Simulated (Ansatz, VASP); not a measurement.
**Two plane-wave programs on InAs**

```
In As
1.0
     0.00000    2.92682    2.92682
     2.92682    0.00000    2.92682
     2.92682    2.92682    0.00000
In As
1 1
Direct
  0.00000 0.00000 0.00000
  0.25000 0.25000 0.25000
```

Alike in both runs: task single point; functional r2SCAN; k mesh 10 × 10 × 10; occupations gaussian, width 0.01 eV; no spin polarisation.

|  | VASP | Ansatz |
| --- | --- | --- |
| version | VASP 6.6.1 | Ansatz 0.2.0 |
| potentials or method | VASP PAW PBE potentials, release 64 (In_d, As), cutoff 520 eV | scalar-relativistic, plane waves, PAW |
| valence electrons in the cell | 18 | 28 |

|  | VASP | Ansatz | Ansatz less VASP |
| --- | --- | --- | --- |
| gap on the k mesh at the Fermi level (eV) | 0.79 | 0.79 | -0.005 |
| least direct gap on the mesh (eV) | 0.79 | 0.79 | -0.005 |
| pressure (GPa) | 10.0 | 9.9 | -0.02 |

VASP's potentials were made for PBE, not for r2SCAN. VASP's potentials hold 18 valence electrons a cell and Ansatz's 28, so a difference there can come from the potentials and not from the codes.
